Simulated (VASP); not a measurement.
# ZrB2 (P6/mmm) in VASP: settings compared

The runs below take ZrB2 through single point, relaxation of cell and atoms, with PBE-based screened hybrid with 10 % exact exchange, PBE-based screened hybrid with 15 % exact exchange, r2SCAN+U.

All numbers are computed with VASP 6.6.1; they aren't measurements. Logs are shortened: lines on timing, memory, paths and dates and some standing lists are left out, and cuts for length are marked.

### Step 1. The cell of the first run

The structure is hexagonal, space group P6/mmm (No. 191). The conventional cell has a = 3.170 Å, b = 3.170 Å, c = 3.533 Å, α = 90.00°, β = 90.00°, γ = 120.00°. Zr (site symmetry 6/mmm) has 12 B at 2.54 Å and 8 Zr at 3.17 to 3.53 Å within 3.6 Å. Within 2.4 Å of B (site symmetry -6m2) lie 3 B at 1.83 Å.

### Step 2. Single point, PBE-based screened hybrid with 10 % exact exchange

POSCAR reads:

```
ZrB2
1.0
    3.1700000000      0.0000000000      0.0000000000
   -1.5850000000      2.7453005300      0.0000000000
    0.0000000000      0.0000000000      3.5330000000
Zr B
1 2
Direct
    0.0000000000      0.0000000000      0.0000000000
    0.6666666667      0.3333333333      0.5000000000
    0.3333333333      0.6666666667      0.5000000000
```

INCAR.step1 reads:

```
SYSTEM = ZrB2
PREC     = Accurate       ! precision mode
ENCUT    = 520            ! plane-wave cutoff, eV
EDIFF    = 1E-5           ! SCF threshold, eV
ISMEAR   = -1             ! smearing method
SIGMA    = 0.05           ! smearing width, eV
LREAL    = .False.        ! projectors in reciprocal space
LASPH    = .True.         ! aspherical terms in the spheres
NELM     = 60             ! most SCF steps
ALGO     = Normal         ! electronic algorithm
ISIF     = 2              ! what is computed and relaxed
LWAVE    = .True.         ! write WAVECAR
NBANDS   = 16             ! bands
GGA      = PE             ! functional
```

INCAR.step2 reads:

```
SYSTEM = ZrB2
PREC     = Accurate       ! precision mode
ENCUT    = 520            ! plane-wave cutoff, eV
EDIFF    = 1E-7           ! SCF threshold, eV
ISMEAR   = -1             ! smearing method
SIGMA    = 0.05           ! smearing width, eV
LREAL    = .False.        ! projectors in reciprocal space
LASPH    = .True.         ! aspherical terms in the spheres
NELM     = 60             ! most SCF steps
ALGO     = Normal         ! electronic algorithm
ISIF     = 2              ! what is computed and relaxed
LWAVE    = .False.        ! write WAVECAR
LCHARG   = .True.         ! write CHGCAR
GGA      = PE             ! functional
LHFCALC  = .True.         ! exact exchange
AEXX     = 0.1            ! exact-exchange fraction
HFSCREEN = 0.2078699      ! screening, 1/A
PRECFOCK = Normal       
LELF     = .True.         ! ELF
LVHAR    = .True.       
NBANDS   = 16             ! bands
ISTART   = 1
```

KPOINTS reads:

```
regular mesh
0
Gamma
  6 6 4
  0 0 0
```

Potentials or basis: VASP PAW PBE potentials, release 64 (Zr_sv, B).

Command:

```sh
cat potpaw_PBE.64/Zr_sv/POTCAR potpaw_PBE.64/B/POTCAR > POTCAR
cp INCAR.step1 INCAR
mpirun -np 1 vasp_std > vasp.out
cp INCAR.step2 INCAR
mpirun -np 1 vasp_std > vasp.out
```

OUTCAR:

```text
SYSTEM = ZrB2
   PREC = Accurate
   ENCUT = 520
   EDIFF = 1E-7
   ISMEAR = -1
   LREAL = .False.
   LASPH = .True.
   NELM = 60
   ISIF = 2
   GGA = PE
   LHFCALC = .True.
   AEXX = 0.1
   HFSCREEN = 0.2078699
   PRECFOCK = Normal
   ISTART = 1

 ion  position               nearest neighbor table
   1  0.000  0.000  0.000-   2 2.54   3 2.54   2 2.54   3 2.54   2 2.54   2 2.54   3 2.54   3 2.54
                             2 2.54   2 2.54   3 2.54   3 2.54
   2  0.667  0.333  0.500-   3 1.83   3 1.83   3 1.83   1 2.54   1 2.54   1 2.54   1 2.54   1 2.54
                             1 2.54
   3  0.333  0.667  0.500-   2 1.83   2 1.83   2 1.83   1 2.54   1 2.54   1 2.54   1 2.54   1 2.54
                             1 2.54

  LATTYP: Found a hexagonal cell.
 ALAT       =     3.1700000000
 C/A-ratio  =     1.1145110410

  Lattice vectors:

 A1 = (   3.1700000000,   0.0000000000,   0.0000000000)
 A2 = (  -1.5850000000,   2.7453005300,   0.0000000000)
 A3 = (   0.0000000000,   0.0000000000,   3.5330000000)

Analysis of symmetry for initial positions (statically):
=====================================================================
 Subroutine PRICEL returns:
 Original cell was already a primitive cell.

 Routine SETGRP: Setting up the symmetry group for a
 hexagonal supercell.

 Subroutine GETGRP returns: Found 24 space group operations
 (whereof 24 operations were pure point group operations)
 out of a pool of 24 trial point group operations.

The static configuration has the point symmetry D_6h.

Analysis of symmetry for dynamics (positions and initial velocities):
=====================================================================
 Subroutine PRICEL returns:
 Original cell was already a primitive cell.

 Routine SETGRP: Setting up the symmetry group for a
 hexagonal supercell.

 Subroutine GETGRP returns: Found 24 space group operations
 (whereof 24 operations were pure point group operations)
 out of a pool of 24 trial point group operations.

The dynamic configuration has the point symmetry D_6h.

 Subroutine INISYM returns: Found 24 space group operations
 (whereof 24 operations are pure point group operations),
 and found     1 'primitive' translations

----------------------------------------------------------------------------------------

                                     Primitive cell

  volume of cell :      30.7463

  direct lattice vectors                    reciprocal lattice vectors
     3.170000000  0.000000000  0.000000000     0.315457413  0.182129422  0.000000000
    -1.585000000  2.745300530  0.000000000     0.000000000  0.364258845  0.000000000
     0.000000000  0.000000000  3.533000000     0.000000000  0.000000000  0.283045570

  length of vectors
     3.170000000  3.170000000  3.533000000     0.364258845  0.364258845  0.283045570

  position of ions in fractional coordinates (direct lattice)
     0.000000000  0.000000000  0.000000000
     0.666666667  0.333333333  0.500000000
     0.333333333  0.666666667  0.500000000

  ion indices of the primitive-cell ions
   primitive index   ion index
                 1           1
                 2           2
                 3           3

----------------------------------------------------------------------------------------

 KPOINTS: regular mesh

Automatic generation of k-mesh.
 Grid dimensions read from file:
 generate k-points for:    6    6    4

 Generating k-lattice:

  Cartesian coordinates                     Fractional coordinates (reciprocal lattice)
     0.052576236  0.030354904  0.000000000     0.166666667  0.000000000  0.000000000
     0.000000000  0.060709807  0.000000000     0.000000000  0.166666667  0.000000000
     0.000000000  0.000000000  0.070761393     0.000000000  0.000000000  0.250000000

  Length of vectors
     0.060709807  0.060709807  0.070761393

  Shift w.r.t. Gamma in fractional coordinates (k-lattice)
     0.000000000  0.000000000  0.000000000

 Subroutine IBZKPT returns following result:
 ===========================================

 Found     21 irreducible k-points:

 Following reciprocal coordinates:
            Coordinates               Weight
  0.000000  0.000000  0.000000      1.000000
  0.166667  0.000000  0.000000      6.000000
  0.333333 -0.000000  0.000000      6.000000
  0.500000  0.000000  0.000000      3.000000
  0.166667  0.166667  0.000000      6.000000
  0.333333  0.166667  0.000000     12.000000
[... 13 lines left out ...]
  0.333333  0.166667  0.500000     12.000000
  0.333333  0.333333  0.500000      2.000000
   k-points           NKPTS =     21   k-points in BZ     NKDIM =    144   number of bands    NBANDS=     16
   number of dos      NEDOS =    301   number of ions     NIONS =      3
   total plane-waves  NPLWV =  16128
   dimension x,y,z NGX =    24 NGY =   24 NGZ =   28
   dimension x,y,z NGXF=    48 NGYF=   48 NGZF=   56
   ions per type =               1   2
   NGX,Y,Z   is equivalent  to a cutoff of  12.59, 12.59, 13.18 a.u.
   NGXF,Y,Z  is equivalent  to a cutoff of  25.17, 25.17, 26.35 a.u.
 SYSTEM =  ZrB2
   PREC   = accura    normal or accurate (medium, high low for compatibility)
   ISTART =      1    job   : 0-new  1-cont  2-samecut
   ICHARG =      0    charge: 1-file 2-atom 10-const
   ISPIN  =      1    spin polarized calculation?
   LNONCOLLINEAR =      F non collinear calculations
   LSORBIT =      F    spin-orbit coupling
   LASPH  =      T    aspherical Exc in radial PAW
   ENCUT  =  520.0 eV  38.22 Ry    6.18 a.u.   5.89  5.89  6.57*2*pi/ulx,y,z
   NELM   =     60;   NELMIN=  2; NELMDL=  0     # of ELM steps
   EDIFF  = 0.1E-06   stopping-criterion for ELM
   LREAL  =      F    real-space projection
   EDIFFG = 0.1E-05   stopping-criterion for IOM
   NSW    =      0    number of steps for IOM
   IBRION =     -1    ionic relax: 0-MD 1-quasi-New 2-CG
   NFREE  =      0    steps in history (QN), initial steepest desc. (CG)
   ISIF   =      2    stress and relaxation
   ISYM   =      3    0-nonsym 1-usesym 2-fastsym
   POTIM  = 0.5000    time-step for ionic-motion
   TEBEG  =    0.0;   TEEND  =   0.0 temperature during run
   PSTRESS=    0.0 pullay stress
   NELECT =      18.0000    total number of electrons
   NUPDOWN=      -1.0000    fix difference up-down
   EMIN   =  10.00;   EMAX   =-10.00  energy-range for DOS
   EFERMI =   0.00;   METHOD = LEGACY
   ISMEAR =    -1;   SIGMA  =   0.05  broadening in eV -4-tet -1-fermi 0-gaus
   EFERMI_NEDOS =   21; number of points for ismear=-14 and -15
   IALGO  =     38    algorithm
   IMIX   =      1    mixing-type and parameters
     AMIX     =   0.40;   BMIX     =  1.00
     AMIX_MAG =   1.60;   BMIX_MAG =  1.00
  volume/ion in A,a.u.               =      10.25        69.16
  Fermi-wavevector in a.u.,A,eV,Ry     =   1.369519  2.588016 25.518847  1.875582
  Thomas-Fermi vector in A             =   2.495387
   LORBIT       =      0    0 simple, 1 ext, 2 COOP (PROOUT), +10 PAW based schemes
   GGA     = PE    functional components
   LHFCALC =     T    Hartree Fock is set to
   PRECFOCK=normal    Normal, Fast or Accurate (Low or Medium for compatibility)
   ENCUT4O =  -1.0   cutoff for four orbital integrals eV
   NKREDX  =     1    reduce k-point grid by
   NKREDY  =     1    reduce k-point grid by
   NKREDZ  =     1    reduce k-point grid by
   AEXX    =    0.1000 exact exchange contribution
   HFSCREEN=    0.2079 screening length (either q_TF or 0.3 A-1)
   HFSCREENC=   0.2079 screening length for correlation (either q_TF or 0.3 A-1)
   ENCUTFOCK=  -1.0 apply spherical cutoff to Coloumb kernel
   IVDW    =     0    specifies the selected vdW correction
   LEPSILON=     F    determine dielectric tensor
   LRPA    =     F    only Hartree local field effects (RPA)
 non-spin polarized calculation
  energy-cutoff  :      520.00
  volume of cell :       30.75
 maximum number of plane-waves:       840
 NGX is ok and might be reduce to    24
  NGX = 18; NGY = 18; NGZ = 20

 number of electron      18.0000000 magnetization

 Free energy of the ion-electron system (eV)
  ---------------------------------------------------
  ext. energy  EPLUGINS =         0.00000000
  ---------------------------------------------------
  free energy    TOTEN  =       -26.11942100 eV

  energy without entropy =      -26.11464877  energy(sigma->0) =      -26.11703489

 E-fermi :  10.2228     XC(G=0): -11.5360

 val. band max:        9.8736168553   @ k =   0.3333   0.1667   0.0000
 cond. band min:      10.2774819525   @ k =   0.3333   0.1667   0.0000
 fundamental gap:      0.4038650972
 Fermi energy:        10.2228348710

 k-point     1 :       0.0000    0.0000    0.0000
  band No.  band energies     occupation
      1     -39.5613      2.00000
      2     -17.2162      2.00000
      3     -16.6218      2.00000
      4     -16.6218      2.00000
      5      -2.9312      2.00000
      6       7.7072      2.00000
[... 8 lines left out ...]
     15      15.9080      0.00000
     16      15.9080      0.00000

 k-point     2 :       0.1667    0.0000    0.0000
  band No.  band energies     occupation
      1     -39.5312      2.00000
      2     -17.1697      2.00000
      3     -16.8840      2.00000
      4     -16.6787      2.00000
      5      -2.3650      2.00000
      6       6.2464      2.00000
[... 8 lines left out ...]
     15      17.6679      0.00000
     16      17.7257      0.00000

 k-point     3 :       0.3333   -0.0000    0.0000
  band No.  band energies     occupation
      1     -39.4702      2.00000
      2     -17.3758      2.00000
      3     -17.0755      2.00000
      4     -16.7901      2.00000
      5      -0.8685      2.00000
      6       3.7221      2.00000
[... 8 lines left out ...]
     15      19.1997      0.00000
     16      20.8804      0.00000

 k-point     4 :       0.5000    0.0000    0.0000
  band No.  band energies     occupation
      1     -39.4394      2.00000
      2     -17.6079      2.00000
      3     -17.0278      2.00000
      4     -16.8446      2.00000
      5       1.0316      2.00000
      6       1.4701      2.00000
[... 8 lines left out ...]
     15      18.5811      0.00000
     16      20.9861      0.00000
[... 267 lines left out ...]
 k-point    19 :       0.1667    0.1667    0.5000
  band No.  band energies     occupation
      1     -39.4660      2.00000
      2     -17.4427      2.00000
      3     -17.1546      2.00000
      4     -16.7761      2.00000
      5      -0.4207      2.00000
      6       4.8745      2.00000
[... 8 lines left out ...]
     15      19.7196      0.00000
     16      19.8566      0.00000

 k-point    20 :       0.3333    0.1667    0.5000
  band No.  band energies     occupation
      1     -39.4203      2.00000
      2     -17.4220      2.00000
      3     -17.3427      2.00000
      4     -16.9349      2.00000
      5       0.1550      2.00000
      6       2.8662      2.00000
[... 8 lines left out ...]
     15      18.7699      0.00000
     16      19.6656      0.00000

 k-point    21 :       0.3333    0.3333    0.5000
  band No.  band energies     occupation
      1     -39.4050      2.00000
      2     -17.3092      2.00000
      3     -17.2543      2.00000
      4     -17.2543      2.00000
      5       1.2575      2.00000
      6       1.2575      2.00000
[... 8 lines left out ...]
     15      17.4959      0.00000
     16      20.2401      0.00000

------------------------ aborting loop because EDIFF is reached ----------------------------------------

  FORCE on cell =-STRESS in cart. coord.  units (eV):
  Direction    XX          YY          ZZ          XY          YZ          ZX
  --------------------------------------------------------------------------------------
  -------------------------------------------------------------------------------------
  Total        0.0785055      0.0785055     -0.2682154      0.0000000      0.0000000      0.0000000
  in kB        4.0908893      4.0908893    -13.9765984      0.0000000      0.0000000      0.0000000
  external PRESSURE =      -1.9316066 kB  Pullay stress =       0.0000000 kB

 VOLUME and BASIS-vectors are now :
 -----------------------------------------------------------------------------
  energy-cutoff  :      520.00
  volume of cell :       30.75
      direct lattice vectors                 reciprocal lattice vectors
     3.170000000  0.000000000  0.000000000     0.315457413  0.182129422  0.000000000
    -1.585000000  2.745300530  0.000000000     0.000000000  0.364258845  0.000000000
     0.000000000  0.000000000  3.533000000     0.000000000  0.000000000  0.283045570

 POSITION                                       TOTAL-FORCE (eV/Angst)
 -----------------------------------------------------------------------------------
      0.00000      0.00000      0.00000         0.000000     -0.000000      0.000000
      1.58500      0.91510      1.76650        -0.000000      0.000000      0.000000
     -0.00000      1.83020      1.76650         0.000000      0.000000     -0.000000
 -----------------------------------------------------------------------------------
    total drift:                                0.000000      0.000000     -0.000000

  FREE ENERGIE OF THE ION-ELECTRON SYSTEM (eV)
  ---------------------------------------------------
  free  energy   TOTEN  =       -26.1194210035 eV

  energy  without entropy=      -26.1146487687  energy(sigma->0) =      -26.11703489
```

It took 16 min on 1 thread of Intel Xeon Platinum 8375C at 2.90GHz (Ice Lake), shared host; peak memory 0.26 GiB.

Results:

```yaml
Free_energy: -26.1194 eV
Pressure: -0.2 GPa
Band_gap_on_the_k_mesh: zero (bands 9 and 10 overlap by 0.69 eV)
```

Caveat: the k points lie up to 0.44 Å⁻¹ apart, too coarse for converged energies and pressures of a metal; the PAW data sets were made with another functional, which shifts forces and pressure a little.

[end of part 1 of 2]
